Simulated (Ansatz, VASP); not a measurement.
Given: the input of a run of VASP 6.6.1 on Pt.

Contents of INCAR:

```
SYSTEM = Pt
  PREC = Accurate
  ENCUT = 500
  EDIFF = 1E-6
  ISMEAR = -1
  SIGMA = 0.05
  LREAL = .False.
  LASPH = .True.
  NELM = 120
  ALGO = Normal
  ISIF = 2
  LWAVE = .False.
  LCHARG = .True.
  GGA = CA
  LELF = .True.
  LVHAR = .True.
  NBANDS = 25
  GGA_COMPAT = .False.
```

KPOINTS

```
regular mesh
0
Gamma
  11 11 6
  0 0 0
```

The input POSCAR:

```
Pt
1.0
    2.7043096880      0.0000000000      0.0000000000
   -1.3521548440      2.3420008895      0.0000000000
    0.0000000000      0.0000000000      4.6943078975
Pt
2
Direct
    0.3333333333      0.6666666667      0.2500000000
    0.6666666667      0.3333333333      0.7500000000
```

Potentials or basis: VASP PAW LDA potentials, release 64 (Pt_sv_GW).

Launch:

```bash
$ cat potpaw_LDA.64/Pt_sv_GW/POTCAR > POTCAR
$ mpirun -np 1 vasp_std > vasp.out
```

Translate it to Ansatz 0.2.0. Potentials there: Ansatz PAW.

As run (the cutoff follows the program's own potentials):

input.yaml

```yaml
crystal:
  lattice:
    - [2.704309688, 0.0, 0.0]
    - [-1.352154844, 2.3420008895, 0.0]
    - [0.0, 0.0, 4.6943078975]
  atoms:
    - { symbol: Pt, position: [0.3333333333, 0.6666666667, 0.25] }
    - { symbol: Pt, position: [0.6666666667, 0.3333333333, 0.75] }
hamiltonian:
  xc: lda
  pseudopotentials: { kind: paw }
kpoints:
  mp_grid: { grid: [11, 11, 6] }
scf:
  occupations: { method: fermi_dirac, width: 0.05 }
output:
  forces: true
  stress: true
  eigenvalues: true
```

Potentials or basis: Ansatz PAW.

Run with:

```bash
$ ansatz run input.yaml --threads 1 --pin off --max-ram 3584MiB --backend cpu --events-out ev --progress --plain --runs-dir out
```

Both were run:

|  | VASP | Ansatz | Ansatz less VASP |
| --- | --- | --- | --- |
| gap on the k mesh at the Fermi level (eV) | none | none | - |
| pressure (GPa) | -2.3 | 0.2 | +2.51 |
| traceless stress, the component that is largest in VASP (GPa) | -2.36 | -2.14 | +0.223 |

LDA's correlation is that of Perdew and Zunger in VASP and of Perdew and Wang (1992) in Ansatz. A gap of «none» marks a metal or a gap that the smearing closes.

Neither program's run includes spin-orbit coupling.
